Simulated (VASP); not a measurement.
# LiH3 (P6/mmm) in VASP: a series of runs, part 2 of 3

VASP 6.6.1. The steps go on from the part before.

**4. Single point, PBE**

This run uses another cell than the first one, of 35.72 Å³/atom.

File INCAR:

```
PREC     = Accurate       # precision mode
ENCUT    = 520            # plane-wave cutoff, eV
EDIFF    = 1E-6           # SCF threshold, eV
ISMEAR   = 0              # smearing method
SIGMA    = 0.02           # smearing width, eV
LREAL    = F              # projectors in reciprocal space
LASPH    = T              # aspherical terms in the spheres
NELM     = 80             # most SCF steps
ALGO     = Normal         # electronic algorithm
ISIF     = 2              # what is computed and relaxed
LWAVE    = F              # write WAVECAR
LCHARG   = F              # write CHGCAR
GGA      = PE             # functional
NBANDS   = 11             # bands
```

File KPOINTS:

```
Automatic mesh
0
Gamma
  6 6 6
```

File POSCAR:

```
LiH3
1.0
    5.5118543838      0.0000000000      0.0000000000
   -2.7559271919      4.7734059184      0.0000000000
    0.0000000000      0.0000000000      5.4311893812
Li H
1 3
Direct
    0.0000000000      0.0000000000      0.5000000000
    0.0000000000      0.0000000000      0.8141067875
    0.0000000000      0.0000000000      0.1858932125
    0.0000000000      0.0000000000      0.0000000000
```

Potentials or basis: VASP PAW PBE potentials, release 64 (Li_sv, H).

Launch:

```console
$ cat potpaw_PBE.64/Li_sv/POTCAR potpaw_PBE.64/H/POTCAR > POTCAR
$ mpirun -np 1 vasp_std > vasp.out
```

OUTCAR:

```text
PREC = Accurate
   ENCUT = 520
   EDIFF = 1E-6
   ISMEAR = 0
   LREAL = F
   LASPH = T
   NELM = 80
   ISIF = 2
   GGA = PE

 ion  position               nearest neighbor table
   1  0.000  0.000  0.500-   2 1.71   3 1.71
   2  0.000  0.000  0.814-   1 1.71
   3  0.000  0.000  0.186-   1 1.71
   4  0.000  0.000  0.000-

  LATTYP: Found a hexagonal cell.
 ALAT       =     5.5118543838
 C/A-ratio  =     0.9853651789

  Lattice vectors:

 A1 = (   5.5118543838,   0.0000000000,   0.0000000000)
 A2 = (  -2.7559271919,   4.7734059184,   0.0000000000)
 A3 = (   0.0000000000,   0.0000000000,   5.4311893812)

Analysis of symmetry for initial positions (statically):
=====================================================================
 Subroutine PRICEL returns:
 Original cell was already a primitive cell.

 Routine SETGRP: Setting up the symmetry group for a
 hexagonal supercell.

 Subroutine GETGRP returns: Found 24 space group operations
 (whereof 24 operations were pure point group operations)
[... 172 lines left out ...]
 cond. band min:      -1.0346481458   @ k =   0.0000   0.0000   0.0000
 fundamental gap:      3.0682487980
 Fermi energy:        -4.0201457264

 k-point     1 :       0.0000    0.0000    0.0000
  band No.  band energies     occupation
      1     -49.4084      2.00000
      2      -9.2918      2.00000
      3      -4.1565      2.00000
      4      -1.0346      0.00000
      5       1.9675      0.00000
      6       1.9676      0.00000
      7       2.8374      0.00000
      8       4.8471      0.00000
      9       4.8478      0.00000
     10       5.2108      0.00000
     11       5.5970      0.00000
[... 309 lines left out ...]
 k-point    24 :       0.3333    0.0000    0.5000
  band No.  band energies     occupation
      1     -49.4084      2.00000
      2      -9.3037      2.00000
      3      -4.2243      2.00000
      4       0.3875      0.00000
      5       1.2701      0.00000
      6       2.1534      0.00000
      7       2.6070      0.00000
      8       2.7524      0.00000
      9       3.6101      0.00000
     10       3.9561      0.00000
     11       5.1034      0.00000

 [... further k-points ...]
[... 5 lines left out ...]
  --------------------------------------------------------------------------------------
  -------------------------------------------------------------------------------------
  Total       -0.0178064     -0.0178064     -0.0445285      0.0000000      0.0000000      0.0000000
  in kB       -0.1996480     -0.1996480     -0.4992604      0.0000000      0.0000000      0.0000000
  external PRESSURE =      -0.2995188 kB  Pullay stress =       0.0000000 kB

 VOLUME and BASIS-vectors are now :
 -----------------------------------------------------------------------------
  energy-cutoff  :      520.00
  volume of cell :      142.90
      direct lattice vectors                 reciprocal lattice vectors
     5.511854384  0.000000000  0.000000000     0.181427144  0.104747011  0.000000000
    -2.755927192  4.773405918  0.000000000     0.000000000  0.209494021  0.000000000
     0.000000000  0.000000000  5.431189381     0.000000000  0.000000000  0.184121733

 POSITION                                       TOTAL-FORCE (eV/Angst)
 -----------------------------------------------------------------------------------
      0.00000      0.00000      2.71559         0.000000      0.000000      0.000000
      0.00000      0.00000      4.42157        -0.000000      0.000000      0.021169
      0.00000      0.00000      1.00962         0.000000     -0.000000     -0.021169
      0.00000      0.00000      0.00000         0.000000      0.000000      0.000000
 -----------------------------------------------------------------------------------
    total drift:                                0.000000     -0.000000      0.000000

  FREE ENERGIE OF THE ION-ELECTRON SYSTEM (eV)
  ---------------------------------------------------
  free  energy   TOTEN  =       -11.0889861824 eV

  energy  without entropy=      -11.0889861824  energy(sigma->0) =      -11.08898618
```

OSZICAR:

```text
N       E                     dE             d eps       ncg     rms          rms(c)
DAV:   1     0.856598278240E+01    0.85660E+01   -0.21228E+03   616   0.356E+02
DAV:   2    -0.869893421210E+01   -0.17265E+02   -0.16510E+02   713   0.771E+01
DAV:   3    -0.126021855029E+02   -0.39033E+01   -0.38968E+01  1190   0.235E+01
DAV:   4    -0.126567261607E+02   -0.54541E-01   -0.54530E-01   717   0.485E+00
DAV:   5    -0.126583016116E+02   -0.15755E-02   -0.15753E-02   931   0.678E-01    0.534E+00
DAV:   6    -0.115184091636E+02    0.11399E+01   -0.76966E-01   669   0.259E+00    0.271E+00
DAV:   7    -0.110447529733E+02    0.47366E+00   -0.14890E+00   719   0.361E+00    0.811E-01
DAV:   8    -0.110981095193E+02   -0.53357E-01   -0.13008E-01   680   0.126E+00    0.493E-01
DAV:   9    -0.110861130215E+02    0.11996E-01   -0.47137E-02   745   0.644E-01    0.957E-02
DAV:  10    -0.110886296509E+02   -0.25166E-02   -0.28720E-03   654   0.221E-01    0.368E-02
DAV:  11    -0.110889325388E+02   -0.30289E-03   -0.42568E-04   680   0.109E-01    0.279E-02
DAV:  12    -0.110889856040E+02   -0.53065E-04   -0.10024E-04   639   0.530E-02    0.608E-03
DAV:  13    -0.110889861824E+02   -0.57842E-06   -0.51745E-06   859   0.109E-02
   1 F= -.11088986E+02 E0= -.11088986E+02  d E =-.606375E-11
```

stdout:

```text
POSCAR found type information on POSCAR LiH
 POSCAR found :  2 types and       4 ions
 scaLAPACK will be used
 LDA part: xc-table for (Slater+PW92), standard interpolation
 POSCAR, INCAR and KPOINTS ok, starting setup
 FFT: planning ... GRIDC
 FFT: planning ... GRID_SOFT
 FFT: planning ... GRID
 WAVECAR not read
 entering main loop
```

Wall time 16 s (1 thread of Intel Xeon 6975P-C (Granite Rapids), shared host); peak memory 0.25 GiB.

What came out:

```yaml
Free_energy: -11.0890 eV
Largest_force: 0.021 eV/Å
Band_gap_on_the_k_mesh: 3.07 eV (least direct gap 3.12 eV)
```

Forces in eV/Å, atoms in the order of the input:
```
Li   0.000  0.000  0.000
H    0.000  0.000  0.021
H    0.000  0.000 -0.021
H    0.000  0.000  0.000
```

Levels at points of the mesh, in eV from the valence-band top:
```tsv
k point	band 1	band 2	band 3	band 4	band 5	band 6	band 7	band 8
(0.00, 0.00, 0.00)	-45.31	-5.19	-0.05	3.07	6.07	6.07	6.94	8.95
(0.50, 0.00, 0.00)	-45.31	-5.16	-0.01	3.50	4.42	5.44	7.09	8.62
(0.00, 0.00, 0.50)	-45.31	-5.22	-0.25	5.07	5.49	6.71	6.71	7.32
(0.50, 0.00, 0.50)	-45.31	-5.19	-0.08	4.33	5.35	6.14	6.58	6.72
```

Caveat: the cutoff is under 1.25 times the usual one of these potentials, so pressure, stress and relaxed cells hold a basis-set (Pulay) error.

**5. Relaxation of cell and atoms, PBE**

This run uses another cell than the first one, of 20.16 Å³/atom.

File INCAR:

```
SYSTEM = LiH3
PREC     = Accurate       ! precision mode
ENCUT    = 600            ! plane-wave cutoff, eV
EDIFF    = 1E-7           ! SCF threshold, eV
ISMEAR   = 0              ! smearing method
SIGMA    = 0.02           ! smearing width, eV
LREAL    = .False.        ! projectors in reciprocal space
LASPH    = .True.         ! aspherical terms in the spheres
NELM     = 100            ! most SCF steps
ALGO     = Normal         ! electronic algorithm
ISIF     = 3              ! what is computed and relaxed
LWAVE    = .False.        ! write WAVECAR
LCHARG   = .False.        ! write CHGCAR
GGA      = PE             ! functional
IBRION   = 2              ! ionic algorithm
NSW      = 100            ! ionic steps
EDIFFG   = -0.01          ! ionic threshold
```

File KPOINTS:

```
regular mesh
0
Gamma
  6 6 6
  0 0 0
```

File POSCAR:

```
LiH3
1.0
    4.1565961080      0.0000000000      0.0000000000
   -2.0782980540      3.5997178228      0.0000000000
    0.0000000000      0.0000000000      5.3888705747
Li H
1 3
Direct
    0.0000000000      0.0000000000      0.5000000000
    0.0000000000      0.0000000000      0.8136100111
    0.0000000000      0.0000000000      0.1863899889
    0.0000000000      0.0000000000      0.0000000000
```

Launch:

```console
$ cat potpaw_PBE.64/Li_sv/POTCAR potpaw_PBE.64/H/POTCAR > POTCAR
$ mpirun -np 1 vasp_std > vasp.out
```

Wall time 1.7 min (1 thread of Intel Xeon 6975P-C (Granite Rapids), shared host); peak memory 0.23 GiB.

The run converged. Its results:

```yaml
Free_energy: -11.0622 eV
Relaxed_volume: 25.02 Å³/atom
Relaxed_cell: a = 4.621 Å, b = 4.621 Å, c = 5.411 Å, α = 90.00°, β = 90.00°, γ = 120.00°
Space_group_after_relaxing_to_0.1_Å: P6/mmm (No. 191)
Energy_gained_by_relaxing: 4.1 meV/atom
Ionic_steps: 20
Pressure_after_relaxing: 0.0 GPa
Largest_force_after_relaxing: 0.004 eV/Å
Band_gap_on_the_k_mesh: 2.76 eV (least direct gap 2.99 eV)
```

Forces on the atoms (eV/Å):
```
Li   0.000  0.000  0.000
H    0.000  0.000  0.004
H    0.000  0.000 -0.004
H    0.000  0.000  0.000
```

Step by step:
```
step  energy change (eV)  largest force (eV/Å)  pressure (GPa)  volume (Å³)
   1              0.0000                0.0314            0.15        80.63
   2             -0.0004                0.0041            0.17        80.85
   3             -0.0011                0.0787            0.24        81.50
   4             -0.0014                0.0763            0.24        81.67
   5             -0.0021                0.0692            0.22        82.18
   6             -0.0035                0.0551            0.18        83.19
   7             -0.0060                0.0270            0.10        85.25
   8             -0.0096                0.0280           -0.04        89.45
   9             -0.0110                0.1339           -0.32        98.21
  10             -0.0115                0.1003           -0.23        95.33
  11             -0.0120                0.0934           -0.22        95.87
  12             -0.0133                0.0730           -0.21        97.52
  13             -0.0150                0.0320           -0.18       100.86
  14             -0.0135                0.0510           -0.15       107.70
  15             -0.0153                0.0113           -0.16       102.56
  16             -0.0156                0.0028           -0.13       101.99
  17             -0.0162                0.0230           -0.02       100.31
  18             -0.0162                0.0261           -0.01       100.10
  19             -0.0162                0.0141           -0.01       100.09
  20             -0.0163                0.0042           -0.01       100.08
```

Final structure:
```
CELL_PARAMETERS angstrom
4.62105 0.00000 0.00000
-2.31053 4.00195 0.00000
0.00000 0.00000 5.41145
ATOMIC_POSITIONS crystal
Li 0.00000 0.00000 0.50000
H 0.00000 0.00000 0.81409
H 0.00000 0.00000 0.18591
H 0.00000 0.00000 0.00000
```

Levels at points of the mesh, in eV from the valence-band top:
```csv
k point,band 1,band 2,band 3,band 4,band 5,band 6,band 7
"(0.00, 0.00, 0.00)",-45.38,-5.34,-0.23,2.76,7.35,7.35,7.65
"(0.50, 0.00, 0.00)",-45.38,-5.21,-0.04,3.25,4.74,6.31,8.20
"(0.00, 0.00, 0.50)",-45.38,-5.36,-0.57,5.20,5.75,7.62,7.88
"(0.50, 0.00, 0.50)",-45.38,-5.25,-0.07,3.97,5.37,6.88,6.91
```

Caveat: the cutoff is under 1.25 times the usual one of these potentials, so pressure, stress and relaxed cells hold a basis-set (Pulay) error; the volume moved by over 15 % at a fixed basis, so the end points are rough.

(Part 2 of 3 ends here.)
